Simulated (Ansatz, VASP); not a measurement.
**Be7S: VASP beside Ansatz**

File INCAR:

```
PREC = Accurate
ENCUT = 600
EDIFF = 1E-6
ISMEAR = 0
SIGMA = 0.2
LREAL = F
LASPH = T
NELM = 60
ALGO = Normal
ISIF = 3
LWAVE = F
LCHARG = F
GGA = PE
IBRION = 2
NSW = 36
EDIFFG = -0.08
```

The input KPOINTS:

```
Automatic mesh
0
Gamma
  3 5 5
```

File POSCAR:

```
Be7S
1.0
    6.8091818600      0.0000000000      0.0000000000
    0.0000000000      3.1236532000      2.0590619300
    0.0000000000     -3.1236532000      2.0590619300
Be S
7 1
Direct
    0.5000000000      0.2948831500      0.0736831000
    0.5000000000      0.0736831000      0.2948831500
    0.7747761500      0.0343578600      0.0343578600
    0.2252238500      0.0343578600      0.0343578600
    0.2652305900      0.5058387900      0.5058387900
    0.7347694100      0.5058387900      0.5058387900
    0.0000000000      0.8523495500      0.8523495500
    0.0000000000      0.3185887400      0.3185887400
```

Input for Ansatz:

```yaml
crystal:
  lattice:
    - [6.80918186, 0.0, 0.0]
    - [0.0, 3.1236532, 2.05906193]
    - [0.0, -3.1236532, 2.05906193]
  atoms:
    - { symbol: Be, position: [0.5, 0.29488315, 0.0736831] }
    - { symbol: Be, position: [0.5, 0.0736831, 0.29488315] }
    - { symbol: Be, position: [0.77477615, 0.03435786, 0.03435786] }
    - { symbol: Be, position: [0.22522385, 0.03435786, 0.03435786] }
    - { symbol: Be, position: [0.26523059, 0.50583879, 0.50583879] }
    - { symbol: Be, position: [0.73476941, 0.50583879, 0.50583879] }
    - { symbol: Be, position: [0.0, 0.85234955, 0.85234955] }
    - { symbol: S, position: [0.0, 0.31858874, 0.31858874] }
basis:
  ecutwfc: 420
kpoints:
  mp_grid: { grid: [3, 5, 5] }
hamiltonian:
  xc: pbe
scf:
  occupations: { method: gaussian, width: 0.2 }
  lower_state_search: "off"
output:
  forces: true
  stress: true
  eigenvalues: true
relax:
  adjacent_minimum: "off"
  f_tol: 0.08
  max_steps: 16
  cell: { stress_tol: 0.8 }
```

Alike in both runs: task relaxation of cell and atoms; functional PBE; k mesh 3 × 5 × 5; occupations gaussian, width 0.2 eV; no spin polarisation.

|  | VASP | Ansatz |
| --- | --- | --- |
| version | VASP 6.6.1 | Ansatz 0.2.0 |
| potentials or method | VASP PAW PBE potentials, release 64 (Be, S), cutoff 600 eV | scalar-relativistic, plane waves, PAW |
| valence electrons in the cell | 20 | 20 |

Ansatz gave:

* gap on the k mesh at the Fermi level, each at its own relaxed structure (eV): none
* relaxed volume (Å³/atom): 9.52
* relaxed cell length with the largest relative difference (Å): 6.990

**Question.** What did VASP give for the same quantities?

**Answer.** gap on the k mesh at the Fermi level, each at its own relaxed structure (eV): none; relaxed volume (Å³/atom): 9.50; relaxed cell length with the largest relative difference (Å): 7.041.

A gap of «none» marks a metal or a gap that the smearing closes.

The k mesh is coarse, so the values compare programs but aren't converged.
